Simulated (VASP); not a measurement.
# BaTiO3 (P4mm) in VASP: a series of runs

The runs below take BaTiO3 through single point, with PBE.

Everything below comes from runs of VASP 6.6.1. Logs are shortened: lines on timing, memory, paths and dates and some standing lists are left out, and cuts for length are marked.

## (1) The cell of the first run

The structure is tetragonal, space group P4mm (No. 99). The conventional cell has a = 3.806 Å, b = 3.806 Å, c = 4.871 Å, α = 90.00°, β = 90.00°, γ = 90.00°. Ba (site symmetry 4mm) has 12 O at 2.71 to 3.50 Å and 8 Ti at 3.59 to 3.67 Å and 4 Ba at 3.81 Å within 3.9 Å. Ti (site symmetry 4mm) has 5 O at 1.79 to 1.96 Å within 2.4 Å. O (site symmetry 2mm) has 2 Ti at 1.96 Å and 4 O at 2.69 Å and 2 Ba at 2.71 Å within 2.8 Å. O (site symmetry 4mm) has 1 Ti at 1.79 Å within 2.4 Å.

## (2) Single point, PBE

INCAR reads:

```
ALGO = Normal
EDIFF = 1E-6
ENCUT = 1340
GGA = PE
GGA_COMPAT = F
ISIF = 2
ISMEAR = 0
LASPH = T
LCHARG = T
LELF = T
LREAL = F
LVHAR = T
LWAVE = F
NBANDS = 28
NELM = 120
PREC = Accurate
SIGMA = 0.02
```

KPOINTS reads:

```
k-points
0
Gamma
  8 8 6
```

POSCAR reads:

```
BaTiO3
1.0
    3.8061045534      0.0000000000      0.0000000000
    0.0000000000      3.8061045534      0.0000000000
    0.0000000000      0.0000000000      4.8708145618
Ba Ti O
1 1 3
Direct
    0.5000000000      0.5000000000      0.6448347112
    0.0000000000      0.0000000000      0.1331971228
    0.0000000000      0.5000000000      0.0411063091
    0.5000000000      0.0000000000      0.0411063091
    0.0000000000      0.0000000000      0.4997525376
```

Potentials or basis: VASP PAW PBE potentials, release 64 (Ba_sv, Ti_sv, O_h).

Command:

```
cat potpaw_PBE.64/Ba_sv/POTCAR potpaw_PBE.64/Ti_sv/POTCAR potpaw_PBE.64/O_h/POTCAR > POTCAR
mpirun -np 1 vasp_std > vasp.out
```

OUTCAR:

```text
EDIFF = 1E-6
   ENCUT = 1340
   GGA = PE
   ISIF = 2
   ISMEAR = 0
   LASPH = T
   LREAL = F
   NELM = 120
   PREC = Accurate

 ion  position               nearest neighbor table
   1  0.500  0.500  0.645-   3 2.71   4 2.71   4 2.71   3 2.71   5 2.78   5 2.78   5 2.78   5 2.78
                             2 3.59   2 3.59   2 3.59   2 3.59   2 3.67   2 3.67   2 3.67   2 3.67
   2  0.000  0.000  0.133-   5 1.79   4 1.96   3 1.96   3 1.96   4 1.96   1 3.59   1 3.59   1 3.59
                             1 3.59   1 3.67   1 3.67   1 3.67   1 3.67
   3  0.000  0.500  0.041-   2 1.96   2 1.96   1 2.71   1 2.71
   4  0.500  0.000  0.041-   2 1.96   2 1.96   1 2.71   1 2.71
   5  0.000  0.000  0.500-   2 1.79   1 2.78   1 2.78   1 2.78   1 2.78

  LATTYP: Found a simple tetragonal cell.
 ALAT       =     3.8061045534
 C/A-ratio  =     1.2797374569

  Lattice vectors:

 A1 = (   3.8061045534,   0.0000000000,   0.0000000000)
 A2 = (   0.0000000000,   3.8061045534,   0.0000000000)
 A3 = (   0.0000000000,   0.0000000000,   4.8708145618)

Analysis of symmetry for initial positions (statically):
=====================================================================
 Subroutine PRICEL returns:
 Original cell was already a primitive cell.

 Routine SETGRP: Setting up the symmetry group for a
 simple tetragonal supercell.

 Subroutine GETGRP returns: Found  8 space group operations
 (whereof  8 operations were pure point group operations)
 out of a pool of 16 trial point group operations.

The static configuration has the point symmetry C_4v.

Analysis of symmetry for dynamics (positions and initial velocities):
=====================================================================
 Subroutine PRICEL returns:
 Original cell was already a primitive cell.

 Routine SETGRP: Setting up the symmetry group for a
 simple tetragonal supercell.

 Subroutine GETGRP returns: Found  8 space group operations
 (whereof  8 operations were pure point group operations)
 out of a pool of 16 trial point group operations.

The dynamic configuration has the point symmetry C_4v.

 Subroutine INISYM returns: Found  8 space group operations
 (whereof  8 operations are pure point group operations),
 and found     1 'primitive' translations

----------------------------------------------------------------------------------------

                                     Primitive cell

  volume of cell :      70.5607

  direct lattice vectors                    reciprocal lattice vectors
     3.806104553  0.000000000  0.000000000     0.262735820  0.000000000  0.000000000
     0.000000000  3.806104553  0.000000000     0.000000000  0.262735820  0.000000000
     0.000000000  0.000000000  4.870814562     0.000000000  0.000000000  0.205304470

  length of vectors
     3.806104553  3.806104553  4.870814562     0.262735820  0.262735820  0.205304470

  position of ions in fractional coordinates (direct lattice)
     0.500000000  0.500000000  0.644834711
     0.000000000  0.000000000  0.133197123
     0.000000000  0.500000000  0.041106309
     0.500000000  0.000000000  0.041106309
     0.000000000  0.000000000  0.499752538

  ion indices of the primitive-cell ions
   primitive index   ion index
                 1           1
                 2           2
                 3           3
                 4           4
                 5           5

----------------------------------------------------------------------------------------

 KPOINTS: k-points

Automatic generation of k-mesh.
 Grid dimensions read from file:
 generate k-points for:    8    8    6

 Generating k-lattice:

  Cartesian coordinates                     Fractional coordinates (reciprocal lattice)
     0.032841977  0.000000000  0.000000000     0.125000000  0.000000000  0.000000000
     0.000000000  0.032841977  0.000000000     0.000000000  0.125000000  0.000000000
     0.000000000  0.000000000  0.034217412     0.000000000  0.000000000  0.166666667

  Length of vectors
     0.032841977  0.032841977  0.034217412

  Shift w.r.t. Gamma in fractional coordinates (k-lattice)
     0.000000000  0.000000000  0.000000000

 Subroutine IBZKPT returns following result:
 ===========================================

 Found     60 irreducible k-points:

 Following reciprocal coordinates:
            Coordinates               Weight
  0.000000  0.000000  0.000000      1.000000
  0.125000  0.000000  0.000000      4.000000
  0.250000  0.000000  0.000000      4.000000
  0.375000  0.000000  0.000000      4.000000
  0.500000  0.000000  0.000000      2.000000
  0.125000  0.125000  0.000000      4.000000
[... 16 lines left out ...]
  0.375000  0.125000  0.166667     16.000000
  0.500000  0.125000  0.166667      8.000000
 [... further k-points ...]
   k-points           NKPTS =     60   k-points in BZ     NKDIM =     60   number of bands    NBANDS=     28
   number of dos      NEDOS =    301   number of ions     NIONS =      5
   total plane-waves  NPLWV = 138240
   dimension x,y,z NGX =    48 NGY =   48 NGZ =   60
   dimension x,y,z NGXF=    96 NGYF=   96 NGZF=  120
   ions per type =               1   1   3
   NGX,Y,Z   is equivalent  to a cutoff of  20.97, 20.97, 20.48 a.u.
   NGXF,Y,Z  is equivalent  to a cutoff of  41.93, 41.93, 40.96 a.u.
 SYSTEM =  unknown system
   PREC   = accura    normal or accurate (medium, high low for compatibility)
   ISTART =      0    job   : 0-new  1-cont  2-samecut
   ICHARG =      2    charge: 1-file 2-atom 10-const
   ISPIN  =      1    spin polarized calculation?
   LNONCOLLINEAR =      F non collinear calculations
   LSORBIT =      F    spin-orbit coupling
   LASPH  =      T    aspherical Exc in radial PAW
   ENCUT  = 1340.0 eV  98.49 Ry    9.92 a.u.  11.36 11.36 14.54*2*pi/ulx,y,z
   NELM   =    120;   NELMIN=  2; NELMDL= -5     # of ELM steps
   EDIFF  = 0.1E-05   stopping-criterion for ELM
   LREAL  =      F    real-space projection
   EDIFFG = 0.1E-04   stopping-criterion for IOM
   NSW    =      0    number of steps for IOM
   IBRION =     -1    ionic relax: 0-MD 1-quasi-New 2-CG
   NFREE  =      0    steps in history (QN), initial steepest desc. (CG)
   ISIF   =      2    stress and relaxation
   ISYM   =      2    0-nonsym 1-usesym 2-fastsym
   POTIM  = 0.5000    time-step for ionic-motion
   TEBEG  =    0.0;   TEEND  =   0.0 temperature during run
   PSTRESS=    0.0 pullay stress
   NELECT =      40.0000    total number of electrons
   NUPDOWN=      -1.0000    fix difference up-down
   EMIN   =  10.00;   EMAX   =-10.00  energy-range for DOS
   EFERMI =   0.00;   METHOD = LEGACY
   ISMEAR =     0;   SIGMA  =   0.02  broadening in eV -4-tet -1-fermi 0-gaus
   EFERMI_NEDOS =   21; number of points for ismear=-14 and -15
   IALGO  =     38    algorithm
   IMIX   =      4    mixing-type and parameters
     AMIX     =   0.40;   BMIX     =  1.00
     AMIX_MAG =   1.60;   BMIX_MAG =  1.00
  volume/ion in A,a.u.               =      14.11        95.23
  Fermi-wavevector in a.u.,A,eV,Ry     =   1.354900  2.560389 24.976939  1.835753
  Thomas-Fermi vector in A             =   2.482033
   LORBIT       =      0    0 simple, 1 ext, 2 COOP (PROOUT), +10 PAW based schemes
   GGA     = PE    functional components
   LHFCALC =     F    Hartree Fock is set to
   AEXX    =    0.0000 exact exchange contribution
   IVDW    =     0    specifies the selected vdW correction
   LEPSILON=     F    determine dielectric tensor
   LRPA    =     F    only Hartree local field effects (RPA)
 non-spin polarized calculation
 Gauss-broadening in eV      SIGMA  =   0.02
  energy-cutoff  :     1340.00
  volume of cell :       70.56
 maximum number of plane-waves:      7900
 NGX is ok and might be reduce to    48
   NGX = 23   NGY = 23   NGZ = 29

 number of electron      40.0000001 magnetization

 Free energy of the ion-electron system (eV)
  ---------------------------------------------------
  ext. energy  EPLUGINS =         0.00000000
  ---------------------------------------------------
  free energy    TOTEN  =       -39.91757377 eV

  energy without entropy =      -39.91757377  energy(sigma->0) =      -39.91757377

 E-fermi :   4.2376     XC(G=0): -10.6365

 val. band max:        4.0881759776   @ k =   0.5000   0.5000   0.5000
 cond. band min:       5.9989024251   @ k =   0.0000   0.0000   0.0000
 fundamental gap:      1.9107264475
 Fermi energy:         4.2376365690

 k-point     1 :       0.0000    0.0000    0.0000
  band No.  band energies     occupation
      1     -52.6348      2.00000
      2     -29.0768      2.00000
      3     -28.8379      2.00000
      4     -28.8379      2.00000
      5     -21.7534      2.00000
      6     -13.3782      2.00000
[... 20 lines left out ...]
     27       9.3737      0.00000
     28       9.8920      0.00000

 k-point     2 :       0.1250    0.0000    0.0000
  band No.  band energies     occupation
      1     -52.6345      2.00000
      2     -29.0762      2.00000
      3     -28.8500      2.00000
      4     -28.8375      2.00000
      5     -21.7327      2.00000
      6     -13.3402      2.00000
[... 20 lines left out ...]
     27       9.6337      0.00000
     28      10.0286      0.00000

 k-point     3 :       0.2500    0.0000    0.0000
  band No.  band energies     occupation
      1     -52.6338      2.00000
      2     -29.0745      2.00000
      3     -28.8789      2.00000
      4     -28.8364      2.00000
      5     -21.6817      2.00000
      6     -13.3049      2.00000
[... 20 lines left out ...]
     27      10.1156      0.00000
     28      10.5468      0.00000

 k-point     4 :       0.3750    0.0000    0.0000
  band No.  band energies     occupation
      1     -52.6330      2.00000
      2     -29.0727      2.00000
      3     -28.9077      2.00000
      4     -28.8353      2.00000
      5     -21.6294      2.00000
      6     -13.3587      2.00000
[... 578 lines left out ...]
     27      10.3096      0.00000
     28      10.6964      0.00000

 k-point    23 :       0.3750    0.1250    0.1667
  band No.  band energies     occupation
      1     -52.6327      2.00000
      2     -29.0731      2.00000
      3     -28.9070      2.00000
      4     -28.8471      2.00000
      5     -21.6109      2.00000
      6     -13.2545      2.00000
[... 20 lines left out ...]
     27      10.7229      0.00000
     28      11.0546      0.00000

 k-point    24 :       0.5000    0.1250    0.1667
  band No.  band energies     occupation
      1     -52.6324      2.00000
      2     -29.0723      2.00000
      3     -28.9189      2.00000
      4     -28.8466      2.00000
      5     -21.5902      2.00000
      6     -13.2795      2.00000
[... 20 lines left out ...]
     27      10.9097      0.00000
     28      11.2181      0.00000

 [... further k-points ...]

------------------------ aborting loop because EDIFF is reached ----------------------------------------

  FORCE on cell =-STRESS in cart. coord.  units (eV):
  Direction    XX          YY          ZZ          XY          YZ          ZX
  --------------------------------------------------------------------------------------
  -------------------------------------------------------------------------------------
  Total        2.9258952      2.9258952      0.5900862      0.0000000      0.0000000      0.0000000
  in kB       66.4364360     66.4364360     13.3987119      0.0000000      0.0000000      0.0000000
  external PRESSURE =      48.7571946 kB  Pullay stress =       0.0000000 kB

 VOLUME and BASIS-vectors are now :
 -----------------------------------------------------------------------------
  energy-cutoff  :     1340.00
  volume of cell :       70.56
      direct lattice vectors                 reciprocal lattice vectors
     3.806104553  0.000000000  0.000000000     0.262735820  0.000000000  0.000000000
     0.000000000  3.806104553  0.000000000     0.000000000  0.262735820  0.000000000
     0.000000000  0.000000000  4.870814562     0.000000000  0.000000000  0.205304470

 POSITION                                       TOTAL-FORCE (eV/Angst)
 -----------------------------------------------------------------------------------
      1.90305      1.90305      3.14087         0.000000      0.000000     -0.154653
      0.00000      0.00000      0.64878        -0.000000     -0.000000     -0.015332
      0.00000      1.90305      0.20022        -0.000000      0.000000      0.077013
      1.90305      0.00000      0.20022        -0.000000     -0.000000      0.077013
      0.00000      0.00000      2.43420        -0.000000     -0.000000      0.015959
 -----------------------------------------------------------------------------------
    total drift:                                0.000000     -0.000000      0.000455

  FREE ENERGIE OF THE ION-ELECTRON SYSTEM (eV)
  ---------------------------------------------------
  free  energy   TOTEN  =       -39.9175737740 eV

  energy  without entropy=      -39.9175737740  energy(sigma->0) =      -39.91757377
```

It took 6.4 min on 1 thread of Intel Xeon Platinum 8488C (Sapphire Rapids), shared host; peak memory 0.69 GiB.

Results:

| Property | Result |
| --- | --- |
| Free energy | -39.9176 eV |
| Pressure | 4.9 GPa |
| Largest force | 0.155 eV/Å |
| Band gap on the k mesh | 1.91 eV (least direct gap 2.67 eV) |

Forces in eV/Å, atoms in the order of the input:
```
Ba   0.000  0.000 -0.155
Ti   0.000  0.000 -0.015
O    0.000  0.000  0.077
O    0.000  0.000  0.077
O    0.000  0.000  0.016
```

Caveat: the stress differs along the axes, from 1 to 7 GPa; spin-orbit coupling is left out, which moves the levels of the heavy elements. A k mesh can miss the band edges.

## (3) Single point, PBE (strain along c alone, the other axes held: +4.5 %, then relaxed in part)

INCAR reads:

```
  PREC = Accurate
  ENCUT = 1340
  EDIFF = 1E-6
  ISMEAR = 0
  SIGMA = 0.02
  LREAL = F
  LASPH = T
  NELM = 120
  ALGO = Normal
  ISIF = 2
  LWAVE = F
  LCHARG = F
  GGA = PE
  NBANDS = 28
  GGA_COMPAT = F
```

KPOINTS reads:

```
Automatic mesh
0
Gamma
  8 8 6
```

POSCAR reads:

```
BaTiO3
1.0
    3.9854497974      0.0000000000      0.0000000000
    0.0000000000      3.9854497974      0.0000000000
    0.0000000000      0.0000000000      4.3895043637
Ba Ti O
1 1 3
Direct
    0.5000000000      0.5000000000      0.6062226808
    0.0000000000      0.0000000000      0.1173612574
    0.0000000000      0.5000000000      0.0556440563
    0.5000000000      0.0000000000      0.0556440563
    0.0000000000      0.0000000000      0.5251249391
```

Potentials or basis: VASP PAW PBE potentials, release 64 (Ba_sv, Ti_sv, O_h).

Command:

```
cat potpaw_PBE.64/Ba_sv/POTCAR potpaw_PBE.64/Ti_sv/POTCAR potpaw_PBE.64/O_h/POTCAR > POTCAR
mpirun -np 1 vasp_std > vasp.out
```

It took 5.7 min on 1 thread of AMD EPYC 9R45 (Zen 5), shared host; peak memory 0.65 GiB.

It converged, with:

* Free energy: -40.0604 eV
* Pressure: -1.8 GPa
* Largest force: 0.074 eV/Å
* Band gap on the k mesh: 1.79 eV (least direct gap 2.46 eV)

Forces on the atoms (eV/Å):
```
Ba   0.000  0.000 -0.074
Ti   0.000  0.000 -0.046
O    0.000  0.000  0.036
O    0.000  0.000  0.036
O    0.000  0.000  0.048
```

Stress tensor (GPa, compression positive):
```
-1.91  0.00  0.00
 0.00 -1.91  0.00
 0.00  0.00 -1.55
```

Levels at points of the mesh, in eV from the valence-band top:
```
           k point  band 18  band 19  band 20  band 21  band 22  band 23
(0.00, 0.00, 0.00)    -1.41    -0.66    -0.66     1.79     2.71     2.71
(0.50, 0.00, 0.00)    -1.97    -1.73    -1.72     2.73     3.30     3.44
(0.50, 0.50, 0.00)    -1.22    -1.22    -0.04     3.49     3.49     3.57
(0.00, 0.00, 0.50)    -2.01    -0.74    -0.74     1.89     3.36     3.36
(0.50, 0.00, 0.50)    -1.39    -1.23    -0.76     3.37     3.38     3.48
(0.50, 0.50, 0.50)    -0.75    -0.75     0.00     3.73     3.73     3.91
```

Caveat: the cell differs from its parent crystal (strain along c alone, the other axes held: +4.5 %, then relaxed in part); spin-orbit coupling is left out, which moves the levels of the heavy elements. A k mesh can miss the band edges.
